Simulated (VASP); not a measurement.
# Al32Ga (a cell with a defect) in VASP: single point with LDA

Aim: the single point of Al32Ga (a cell with a defect) with LDA.

All numbers are computed with VASP 6.6.1; they aren't measurements. Logs are shortened: lines on timing, memory, paths and dates and some standing lists are left out, and cuts for length are marked.

## 1. The cell of the first run

The cell holds a defect, 33 atoms: a = 8.100 Å, b = 8.100 Å, c = 8.100 Å, α = 90.00°, β = 90.00°, γ = 90.00°.

## 2. Single point, LDA

File INCAR:

```
  ALGO = Normal
  EDIFF = 1E-7
  ENCUT = 520
  GGA = CA
  ISIF = 2
  ISMEAR = -1
  LASPH = T
  LCHARG = T
  LELF = T
  LREAL = Auto
  LVHAR = T
  LWAVE = F
  NBANDS = 76
  NELM = 60
  PREC = Accurate
  SIGMA = 0.05
```

File KPOINTS:

```
k-points
0
Gamma
  3 3 3
```

File POSCAR:

```
Al32Ga
1.0
    8.1000000000      0.0000000000      0.0000000000
    0.0000000000      8.1000000000      0.0000000000
    0.0000000000      0.0000000000      8.1000000000
Al Ga
32 1
Direct
    0.4968784688      0.0029843495      0.0045011536
    0.7461473238      0.2536292313      0.0164931414
    0.7462580874     -0.0001918614      0.2537961638
   -0.0044259445      0.0031403668      0.0044746408
    0.2460416441      0.2537219686      0.0553060796
    0.4968036932      0.5042955819      0.0045056708
    0.7463423184      0.7535774967      0.0075563761
    0.2462025270     -0.0089621861      0.2538196386
    0.5087803664      0.2535973036      0.2537962425
    0.7462875911      0.5073933443      0.2537558961
    0.4968715139      0.0030867902      0.5031744588
    0.7462466794      0.2536029653      0.4912672854
    0.7462221872     -0.0089622496      0.7538543629
   -0.0042804602      0.5041330613      0.0043291724
    0.2463239959      0.7536883888      0.0164169606
   -0.0164465634      0.2536342148      0.2538976043
    0.2462304140      0.5162875567      0.2538736254
    0.5000301665      0.7536356787      0.2538392571
   -0.0044362385      0.0029869199      0.5031737983
    0.2461423146      0.2536824019      0.4520335847
    0.4968973348      0.5041556517      0.5031464941
    0.7462083424      0.7536398464      0.5000186081
    0.2461698993     -0.0479474598      0.7538842094
    0.5480010485      0.2536839403      0.7539092602
    0.7461705975      0.5162860520      0.7538178885
   -0.0075016690      0.7535766395      0.2537065535
   -0.0044548796      0.5042951293      0.5032460007
    0.2462779685      0.7536619839      0.4912459154
   -0.0552707593      0.2537130240      0.7540044405
    0.2462131691      0.5552834614      0.7538448040
    0.5088016027      0.7536632726      0.7537804836
   -0.0163649675      0.7536868550      0.7537313230
    0.2465236174      0.2536268002      0.7535017857
```

Potentials or basis: VASP PAW LDA potentials, release 64 (Al, Ga_d).

On the command line:

```bash
cat potpaw_LDA.64/Al/POTCAR potpaw_LDA.64/Ga_d/POTCAR > POTCAR
mpirun -np 1 vasp_std > vasp.out
```

OUTCAR:

```text
EDIFF = 1E-7
   ENCUT = 520
   GGA = CA
   ISIF = 2
   ISMEAR = -1
   LASPH = T
   LREAL = Auto
   NELM = 60
   PREC = Accurate

 ion  position               nearest neighbor table
   1  0.497  0.003  0.005-   3 2.86  18 2.86   7 2.86  15 2.86   9 2.86   2 2.86  13 2.87   8 2.87
                            31 2.87  23 2.90  24 2.90   5 2.90
   2  0.746  0.254  0.016-  24 2.66  29 2.67   9 2.72  16 2.72  10 2.81   3 2.81   1 2.86   4 2.86
                             6 2.87  14 2.87  13 3.01  25 3.01
   3  0.746  1.000  0.254-  16 2.81   2 2.81  12 2.82   9 2.82  22 2.82  18 2.82   7 2.82  26 2.82
                             4 2.86   1 2.86  19 2.86  11 2.86
   4  0.996  0.003  0.004-   3 2.86   7 2.86  26 2.86   2 2.86  16 2.86  13 2.87   8 2.87  32 2.87
                            15 2.87  29 2.90   5 2.90  23 2.90
   5  0.246  0.254  0.055-  33 2.44  16 2.67  17 2.67   8 2.67   9 2.67  14 2.90   4 2.90   6 2.90
                             1 2.90  20 3.21
   6  0.497  0.504  0.005-  18 2.86  10 2.86   7 2.86  15 2.86  17 2.87   9 2.87   2 2.87  25 2.87
                            31 2.87  24 2.90  30 2.90   5 2.90
   7  0.746  0.754  0.008-  25 2.81  32 2.81  13 2.81  31 2.82  26 2.82  10 2.82   3 2.82  18 2.82
                             4 2.86   6 2.86  14 2.86   1 2.86
   8  0.246  0.991  0.254-  20 2.67   5 2.67  15 2.72  28 2.72  26 2.81  18 2.82   4 2.87  19 2.87
                             1 2.87  11 2.87   9 3.01  16 3.01
   9  0.509  0.254  0.254-  20 2.67   5 2.67   2 2.72  12 2.72   3 2.82  10 2.82  11 2.86  21 2.86
[... 32 lines left out ...]
                             6 2.87  14 2.87  12 3.01   2 3.01
  26  0.992  0.754  0.254-  17 2.81  15 2.81   8 2.81  28 2.82   7 2.82  10 2.82   3 2.82  22 2.82
                             4 2.86  27 2.86  14 2.86  19 2.86
  27  0.996  0.504  0.503-  22 2.86  10 2.86  26 2.86  32 2.86  25 2.87  12 2.87  16 2.87  17 2.87
                            28 2.87  20 2.90  30 2.90  29 2.90
  28  0.246  0.754  0.491-  30 2.67  23 2.67  17 2.72   8 2.72  18 2.81  26 2.82  11 2.87  19 2.87
                            27 2.87  21 2.87  31 3.01  32 3.01
  29  0.945  0.254  0.754-  33 2.44   2 2.67  25 2.67  13 2.67  12 2.67  14 2.90   4 2.90  27 2.90
                            19 2.90  24 3.21
  30  0.246  0.555  0.754-  33 2.44  31 2.67  15 2.67  32 2.67  28 2.67  14 2.90   6 2.90  27 2.90
                            21 2.90  23 3.21
  31  0.509  0.754  0.754-  30 2.67  23 2.67  25 2.72  13 2.72  22 2.81   7 2.82  11 2.87   1 2.87
                             6 2.87  21 2.87  28 3.01  15 3.01
  32  0.984  0.754  0.754-  23 2.67  30 2.67  13 2.72  25 2.72   7 2.81  22 2.81  19 2.86  27 2.86
                            14 2.87   4 2.87  28 3.01  15 3.01
  33  0.247  0.254  0.754-  20 2.44  24 2.44  23 2.44  30 2.44  29 2.44   5 2.44

  LATTYP: Found a simple cubic cell.
 ALAT       =     8.1000000000

  Lattice vectors:

 A1 = (   8.1000000000,   0.0000000000,   0.0000000000)
 A2 = (   0.0000000000,   8.1000000000,   0.0000000000)
 A3 = (   0.0000000000,   0.0000000000,   8.1000000000)

Analysis of symmetry for initial positions (statically):
=====================================================================
 Subroutine PRICEL returns:
 Original cell was already a primitive cell.

 Routine SETGRP: Setting up the symmetry group for a
 simple cubic supercell.

 Subroutine GETGRP returns: Found  1 space group operations
 (whereof  1 operations were pure point group operations)
 out of a pool of 48 trial point group operations.

The static configuration has the point symmetry C_1 .

Analysis of symmetry for dynamics (positions and initial velocities):
=====================================================================
 Subroutine PRICEL returns:
 Original cell was already a primitive cell.

 Routine SETGRP: Setting up the symmetry group for a
 simple cubic supercell.

 Subroutine GETGRP returns: Found  1 space group operations
 (whereof  1 operations were pure point group operations)
 out of a pool of 48 trial point group operations.

The dynamic configuration has the point symmetry C_1 .

 Subroutine INISYM returns: Found  1 space group operations
 (whereof  1 operations are pure point group operations),
 and found     1 'primitive' translations

----------------------------------------------------------------------------------------

                                     Primitive cell

  volume of cell :     531.4410

  direct lattice vectors                    reciprocal lattice vectors
     8.100000000  0.000000000  0.000000000     0.123456790  0.000000000  0.000000000
     0.000000000  8.100000000  0.000000000     0.000000000  0.123456790  0.000000000
     0.000000000  0.000000000  8.100000000     0.000000000  0.000000000  0.123456790

[... 88 lines left out ...]

  Length of vectors
     0.041152263  0.041152263  0.041152263

  Shift w.r.t. Gamma in fractional coordinates (k-lattice)
     0.000000000  0.000000000  0.000000000

 Subroutine IBZKPT returns following result:
 ===========================================

 Found     14 irreducible k-points:

 Following reciprocal coordinates:
            Coordinates               Weight
  0.000000  0.000000  0.000000      1.000000
  0.333333  0.000000  0.000000      2.000000
  0.000000  0.333333  0.000000      2.000000
  0.000000  0.000000  0.333333      2.000000
  0.333333  0.333333  0.000000      2.000000
  0.000000  0.333333  0.333333      2.000000
  0.333333  0.000000  0.333333      2.000000
 -0.333333  0.333333  0.000000      2.000000
 -0.333333  0.000000  0.333333      2.000000
  0.000000 -0.333333  0.333333      2.000000
  0.333333  0.333333  0.333333      2.000000
 -0.333333  0.333333  0.333333      2.000000
 -0.333333 -0.333333  0.333333      2.000000
  0.333333 -0.333333  0.333333      2.000000
   k-points           NKPTS =     14   k-points in BZ     NKDIM =     14   number of bands    NBANDS=     76
   number of dos      NEDOS =    301   number of ions     NIONS =     33
   total plane-waves  NPLWV = 216000
   dimension x,y,z NGX =    60 NGY =   60 NGZ =   60
   dimension x,y,z NGXF=   120 NGYF=  120 NGZF=  120
   ions per type =              32   1
   NGX,Y,Z   is equivalent  to a cutoff of  12.31, 12.31, 12.31 a.u.
   NGXF,Y,Z  is equivalent  to a cutoff of  24.63, 24.63, 24.63 a.u.
 SYSTEM =  unknown system
   PREC   = accura    normal or accurate (medium, high low for compatibility)
   ISTART =      0    job   : 0-new  1-cont  2-samecut
   ICHARG =      2    charge: 1-file 2-atom 10-const
   ISPIN  =      1    spin polarized calculation?
   LNONCOLLINEAR =      F non collinear calculations
   LSORBIT =      F    spin-orbit coupling
   LASPH  =      T    aspherical Exc in radial PAW
   ENCUT  =  520.0 eV  38.22 Ry    6.18 a.u.  15.06 15.06 15.06*2*pi/ulx,y,z
   NELM   =     60;   NELMIN=  2; NELMDL= -5     # of ELM steps
   EDIFF  = 0.1E-06   stopping-criterion for ELM
   LREAL  =      T    real-space projection
   EDIFFG = 0.1E-05   stopping-criterion for IOM
   NSW    =      0    number of steps for IOM
   IBRION =     -1    ionic relax: 0-MD 1-quasi-New 2-CG
   NFREE  =      0    steps in history (QN), initial steepest desc. (CG)
   ISIF   =      2    stress and relaxation
   ISYM   =      2    0-nonsym 1-usesym 2-fastsym
   POTIM  = 0.5000    time-step for ionic-motion
   TEBEG  =    0.0;   TEEND  =   0.0 temperature during run
   PSTRESS=    0.0 pullay stress
   NELECT =     109.0000    total number of electrons
   NUPDOWN=      -1.0000    fix difference up-down
   EMIN   =  10.00;   EMAX   =-10.00  energy-range for DOS
   EFERMI =   0.00;   METHOD = LEGACY
   ISMEAR =    -1;   SIGMA  =   0.05  broadening in eV -4-tet -1-fermi 0-gaus
   EFERMI_NEDOS =   21; number of points for ismear=-14 and -15
   IALGO  =     38    algorithm
   IMIX   =      4    mixing-type and parameters
     AMIX     =   0.40;   BMIX     =  1.00
     AMIX_MAG =   1.60;   BMIX_MAG =  1.00
  volume/ion in A,a.u.               =      16.10       108.68
  Fermi-wavevector in a.u.,A,eV,Ry     =   0.965455  1.824445 12.682033  0.932103
  Thomas-Fermi vector in A             =   2.095173
   LORBIT       =      0    0 simple, 1 ext, 2 COOP (PROOUT), +10 PAW based schemes
   GGA     = CA    functional components
   LHFCALC =     F    Hartree Fock is set to
   AEXX    =    0.0000 exact exchange contribution
   IVDW    =     0    specifies the selected vdW correction
   LEPSILON=     F    determine dielectric tensor
   LRPA    =     F    only Hartree local field effects (RPA)
 non-spin polarized calculation
  energy-cutoff  :      520.00
  volume of cell :      531.44
 maximum number of plane-waves:     14358
   NGX = 31   NGY = 31   NGZ = 31

 number of electron     108.9999976 magnetization

 Free energy of the ion-electron system (eV)
  ---------------------------------------------------
  ext. energy  EPLUGINS =         0.00000000
  ---------------------------------------------------
  free energy    TOTEN  =      -136.59160631 eV

  energy without entropy =     -136.54886048  energy(sigma->0) =     -136.57023339

 E-fermi :   8.0679     XC(G=0): -10.4718

 val. band max:        8.0654505186   @ k =   0.3333   0.0000   0.3333
 cond. band min:       8.2379413182   @ k =   0.3333  -0.3333   0.3333
 fundamental gap:      0.1724907996
 Fermi energy:         8.0679073905

 k-point     1 :       0.0000    0.0000    0.0000
  band No.  band energies     occupation
      1      -7.3792      2.00000
      2      -7.3791      2.00000
      3      -7.2666      2.00000
      4      -7.2666      2.00000
      5      -7.2665      2.00000
      6      -3.3372      2.00000
[... 955 lines left out ...]
     65       9.6388      0.00000
     66       9.6389      0.00000
 [bands above 66 left out]

------------------------ aborting loop because EDIFF is reached ----------------------------------------

  FORCE on cell =-STRESS in cart. coord.  units (eV):
  Direction    XX          YY          ZZ          XY          YZ          ZX
  --------------------------------------------------------------------------------------
  -------------------------------------------------------------------------------------
  Total        2.9906001      2.9911038      2.9893315     -0.0130599      0.0134259     -0.0180124
  in kB        9.0159992      9.0175180      9.0121748     -0.0393728      0.0404763     -0.0543033
  external PRESSURE =       9.0152307 kB  Pullay stress =       0.0000000 kB

 VOLUME and BASIS-vectors are now :
 -----------------------------------------------------------------------------
  energy-cutoff  :      520.00
  volume of cell :      531.44
      direct lattice vectors                 reciprocal lattice vectors
     8.100000000  0.000000000  0.000000000     0.123456790  0.000000000  0.000000000
     0.000000000  8.100000000  0.000000000     0.000000000  0.123456790  0.000000000
     0.000000000  0.000000000  8.100000000     0.000000000  0.000000000  0.123456790

 POSITION                                       TOTAL-FORCE (eV/Angst)
 -----------------------------------------------------------------------------------
      4.02472      0.02417      0.03646        -0.002714      0.002746     -0.003338
      6.04379      2.05440      0.13359         0.003009      0.001270     -0.003478
      6.04469      8.09845      2.05575        -0.001129      0.004033      0.001188
      8.06415      0.02544      0.03624         0.002454     -0.002412     -0.002518
      1.99294      2.05515      0.44798         0.004368     -0.003134      0.002271
      4.02411      4.08479      0.03650        -0.001018     -0.002035     -0.003095
[... 25 lines left out ...]
      7.96744      6.10486      6.10522         0.002568     -0.000922      0.003051
      1.99684      2.05438      6.10336        -0.006383      0.002483      0.007016
 -----------------------------------------------------------------------------------
    total drift:                                0.008302     -0.005552     -0.011455

  FREE ENERGIE OF THE ION-ELECTRON SYSTEM (eV)
  ---------------------------------------------------
  free  energy   TOTEN  =      -136.5916063055 eV

  energy  without entropy=     -136.5488604757  energy(sigma->0) =     -136.57023339
```

Run time: 17 min. Hardware: 1 thread of Intel Xeon 8259CL, shared host; peak memory 0.59 GiB.

Results:

* Free energy: -136.5916 eV
* Pressure: 0.9 GPa
* Largest force: 0.010 eV/Å
* Band gap on the k mesh: zero (an odd number of electrons rules out a gap without spin polarisation)

Forces in eV/Å, atoms in the order of the input:
```
Al  -0.003  0.003 -0.003
Al   0.003  0.001 -0.003
Al  -0.001  0.004  0.001
Al   0.002 -0.002 -0.003
Al   0.004 -0.003  0.002
Al  -0.001 -0.002 -0.003
Al  -0.002  0.000 -0.002
Al   0.001  0.006 -0.002
Al  -0.006  0.000 -0.002
Al  -0.001 -0.002  0.001
Al  -0.003  0.001  0.004
Al   0.002 -0.001  0.006
Al   0.003  0.006 -0.002
Al   0.000  0.002  0.000
Al  -0.003 -0.001 -0.003
Al   0.003  0.001 -0.003
Al  -0.001 -0.003 -0.003
Al  -0.003  0.001  0.000
Al   0.003  0.003  0.003
Al   0.000 -0.001 -0.007
Al  -0.003  0.000  0.003
Al   0.000  0.001  0.003
Al   0.000 -0.006  0.000
Al   0.006 -0.001  0.000
Al   0.003 -0.003  0.001
Al   0.002  0.000  0.002
Al   0.003 -0.002  0.001
Al   0.000 -0.001  0.005
Al  -0.003 -0.003 -0.004
Al   0.000  0.003 -0.001
Al  -0.005 -0.001 -0.001
Al   0.003 -0.001  0.003
Ga  -0.006  0.002  0.007
```
